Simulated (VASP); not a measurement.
Runs of VASP 6.6.1 on Sr. The structure is that of space group Im-3m (No. 229), or close to it. The cells are those of the table. This isn't the form of Sr at room conditions, which is fcc.

```csv
spin,cell,k mesh,gap on the mesh (eV),pressure (GPa)
off,"a = 4.343 Å, angles 109.5°, 1 atom",10 × 10 × 10,none,-1.1
off,"a = 4.126 Å, angles 109.5°, 1 atom",10 × 10 × 10,none,(a)
off,"a = 4.182 Å, angles 109.5°, 1 atom",15 × 15 × 15,none,0.0
off,"a = 4.237 Å, angles 109.5°, 1 atom",10 × 10 × 10,none,-0.4
"non-collinear, zero start, SOC","a = 4.182 Å, angles 109.5°, 1 atom",9 × 9 × 9,-,0.0
```

Alike in all rows: task single point; level r2SCAN; potentials or basis VASP PAW PBE potentials, release 64 (Sr_sv); cutoff (eV) 520; smearing fermi-dirac 0.1 eV.

Task: Fill in the values left out.

Result: (a) 0.5.

Caveats: the PAW data sets were made with another functional, which shifts forces and pressure a little.

A k mesh can miss the band edges, and rows without SOC leave out spin-orbit coupling on Sr.

A gap of «none» marks levels without a gap at the run's occupations.
